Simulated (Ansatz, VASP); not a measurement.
# BeZn5Se6 in VASP and in Ansatz

Contents of INCAR:

```
SYSTEM = BeZn5Se6
PREC = Accurate
ENCUT = 600
EDIFF = 1E-6
ISMEAR = 0
SIGMA = 0.1
LREAL = .FALSE.
LASPH = .TRUE.
NELM = 80
ALGO = Normal
ISIF = 3
LWAVE = .FALSE.
LCHARG = .FALSE.
GGA = PE
IBRION = 2
NSW = 80
EDIFFG = -0.025
```

The input KPOINTS:

```
regular mesh
0
G
  4 4 1
  0 0 0
```

POSCAR

```
BeZn5Se6
1.0
    4.0084663433      0.0753918327      0.0151123086
    0.0753918327      4.1166268063     -0.0138652592
    0.0646912771     -0.0593530312     16.9628612845
Be Zn Se
1 5 6
Direct
    0.4901989639      0.5049200635      0.5018188737
    0.0135402856      0.0038503647      0.6575318656
    0.5008655483      0.4997017635      0.8300796204
    0.0028290255      0.0040781428     -0.0043589128
    0.4936384046      0.4869503269      0.1695183587
   -0.0084532301     -0.0051728040      0.3382075503
    0.5114694008     -0.0055341584      0.7457364499
   -0.0032615666      0.5100546051      0.9137816683
    0.5065715479      0.0234883750      0.0921841722
   -0.0028743092      0.4867909750      0.2593682558
    0.5047558344     -0.0027820141      0.4298832483
   -0.0092799050      0.4936543599      0.5662488496
```

Input for Ansatz:

```yaml
crystal:
  lattice:
    - [4.0084663433, 0.0753918327, 0.0151123086]
    - [0.0753918327, 4.1166268063, -0.0138652592]
    - [0.0646912771, -0.0593530312, 16.9628612845]
  atoms:
    - { symbol: Be, position: [0.4901989639, 0.5049200635, 0.5018188737] }
    - { symbol: Zn, position: [0.0135402856, 0.0038503647, 0.6575318656] }
    - { symbol: Zn, position: [0.5008655483, 0.4997017635, 0.8300796204] }
    - { symbol: Zn, position: [0.0028290255, 0.0040781428, -0.0043589128] }
    - { symbol: Zn, position: [0.4936384046, 0.4869503269, 0.1695183587] }
    - { symbol: Zn, position: [-0.0084532301, -0.005172804, 0.3382075503] }
    - { symbol: Se, position: [0.5114694008, -0.0055341584, 0.7457364499] }
    - { symbol: Se, position: [-0.0032615666, 0.5100546051, 0.9137816683] }
    - { symbol: Se, position: [0.5065715479, 0.023488375, 0.0921841722] }
    - { symbol: Se, position: [-0.0028743092, 0.486790975, 0.2593682558] }
    - { symbol: Se, position: [0.5047558344, -0.0027820141, 0.4298832483] }
    - { symbol: Se, position: [-0.009279905, 0.4936543599, 0.5662488496] }
basis:
  ecutwfc: 420
kpoints:
  mp_grid: { grid: [4, 4, 1] }
hamiltonian:
  xc: pbe
scf:
  occupations: { method: gaussian, width: 0.1 }
  lower_state_search: "off"
output:
  forces: true
  stress: true
  eigenvalues: true
relax:
  adjacent_minimum: "off"
  f_tol: 0.025
  max_steps: 60
  cell: { stress_tol: 0.25 }
```

Change from the starting cell: cell x1, atoms moved at random (sigma 0.05 Å) and cell strained at random (1.5 %), then relaxed without symmetry.

Alike in both runs: task relaxation of cell and atoms; functional PBE; k mesh 4 × 4 × 1; occupations gaussian, width 0.1 eV; no spin polarisation.

|  | VASP | Ansatz |
| --- | --- | --- |
| version | VASP 6.6.1 | Ansatz 0.2.0 |
| potentials or method | VASP PAW PBE potentials, release 64 (Be, Zn, Se), cutoff 600 eV | scalar-relativistic, plane waves, PAW |
| valence electrons in the cell | 98 | 158 |

```tsv
	VASP	Ansatz	Ansatz less VASP
gap on the k mesh at the Fermi level, each at its own relaxed structure (eV)	1.44	1.45	+0.010
relaxed volume (Å³/atom)	22.53	22.48	-0.049
relaxed length of the cell vector where the two differ most in proportion (Å)	16.942	16.925	-0.0161
```

VASP's potentials hold 98 valence electrons a cell and Ansatz's 158, so a difference there can come from the potentials and not from the codes.
